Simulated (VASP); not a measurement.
A run of VASP 6.6.1 is set up as follows.

INCAR

```
ALGO = Normal
EDIFF = 1E-6
ENCUT = 500
GGA = RP
GGA_COMPAT = False
ISIF = 2
ISMEAR = -1
LASPH = True
LCHARG = False
LREAL = False
LWAVE = False
NBANDS = 12
NELM = 120
PREC = Accurate
SIGMA = 0.08
```

The input KPOINTS:

```
k-points
0
Gamma
  16 16 16
```

File POSCAR:

```
Au
1.0
   -1.3768574453      1.3768574453      1.3768574453
    1.3768574453     -1.3768574453      1.3768574453
    1.3768574453      1.3768574453     -1.3768574453
Au
1
Direct
    0.0000000000      0.0000000000      0.0000000000
```

Potentials or basis: VASP PAW PBE potentials, release 64 (Au).

Launch:

```sh
$ cat potpaw_PBE.64/Au/POTCAR > POTCAR
$ mpirun -np 1 vasp_std > vasp.out
```

**Question.** Estimate the pressure.

**Answer.** 355.2 GPa.

Caveat: the PAW data sets were made with another functional, which shifts forces and pressure a little.
